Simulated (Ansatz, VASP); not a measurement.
## One calculation of Sc, two programs

File INCAR:

```
  PREC = Accurate
  ENCUT = 520
  EDIFF = 1E-8
  ISMEAR = -1
  SIGMA = 0.03
  LREAL = F
  LASPH = T
  NELM = 60
  ALGO = Normal
  ISIF = 2
  LWAVE = F
  LCHARG = F
  GGA = PS
  LEFG = T
  NBANDS = 12
```

File KPOINTS:

```
Automatic mesh
0
Gamma
  12 12 12
```

Contents of POSCAR:

```
Sc
1.0
   -0.0227050000      2.2591475000      2.2591475000
    2.2591475000     -0.0227050000      2.2591475000
    2.2591475000      2.2591475000     -0.0227050000
Sc
1
Direct
    0.0000000000      0.0000000000      0.0000000000
```

Input for Ansatz:

```yaml
crystal:
  lattice:
    - [-0.022705, 2.2591475, 2.2591475]
    - [2.2591475, -0.022705, 2.2591475]
    - [2.2591475, 2.2591475, -0.022705]
  atoms:
    - { symbol: Sc, position: [0.0, 0.0, 0.0] }
kpoints:
  mp_grid: { grid: [12, 12, 12] }
scf:
  occupations: { method: fermi_dirac, width: 0.03 }
hamiltonian:
  xc: pbesol
  pseudopotentials: { kind: paw }
output:
  forces: true
  stress: true
  eigenvalues: true
  efg: { contact_densities: true }
```

Change from the starting cell: equal xy, yz and zx shear strains of -1 %, PAW files.

Alike in both runs: task electric field gradients; functional PBEsol; k mesh 12 × 12 × 12; occupations fermi-dirac, width 0.03 eV; no spin polarisation.

```csv
,VASP,Ansatz
version,VASP 6.6.1,Ansatz 0.2.0
potentials or method,"VASP PAW PBE potentials, release 64 (Sc_sv)","PAW with Ansatz's default frozen-core files, scalar-relativistic"
plane-wave cutoff (eV),520,420
valence electrons in the cell,11,11
```

```csv
,VASP,Ansatz,Ansatz less VASP
pressure (GPa),0.5,0.5,-0.01
"traceless stress, the component that is largest in VASP (GPa)",0.36,0.36,0.000
size of Vzz on the site where it differs most (V/Å²),4.7,4.5,-0.23
```

VASP's potentials were made for PBE, not for PBEsol. With one functional, cell and mesh, what is left measures potentials, basis and numerics.
